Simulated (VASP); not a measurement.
A run of VASP 6.6.1:

Contents of INCAR:

```
PREC = Accurate ; ENCUT = 520
EDIFF = 1E-6 ; ISMEAR = -1
SIGMA = 0.05 ; LREAL = F
LASPH = T ; NELM = 100
ALGO = Normal ; ISIF = 2
LWAVE = F ; LCHARG = F
NBANDS = 26
```

The input KPOINTS:

```
regular mesh
0
Gamma
  11 11 11
```

Contents of POSCAR:

```
NbP
1.0
   -1.6522863814      1.6522863814      5.6625296365
    1.6522863814     -1.6522863814      5.6625296365
    1.6522863814      1.6522863814     -5.6625296365
Nb P
2 2
Direct
    0.2498808000      0.7498808000      0.5000000000
    0.4998808000      0.4998808000      0.0000000000
    0.8327477700      0.3327477700      0.5000000000
    0.0827477700      0.0827477700      0.0000000000
```

Potentials or basis: VASP PAW LDA potentials, release 64 (Nb_sv, P).

Run with:

```sh
$ cat potpaw_LDA.64/Nb_sv/POTCAR potpaw_LDA.64/P/POTCAR > POTCAR
$ mpirun -np 1 vasp_std > vasp.out
```

Hardware: 1 thread of Intel(R) Xeon(R) Platinum 8488C (Sapphire Rapids), with other jobs on the host.

Q: How long does it take, and how much memory?

A: Wall time 6.4 min on 1 thread of Intel(R) Xeon(R) Platinum 8488C (Sapphire Rapids), with other jobs on the host, peak memory 0.36 GiB. Counts: scf iterations 12, k points 126.
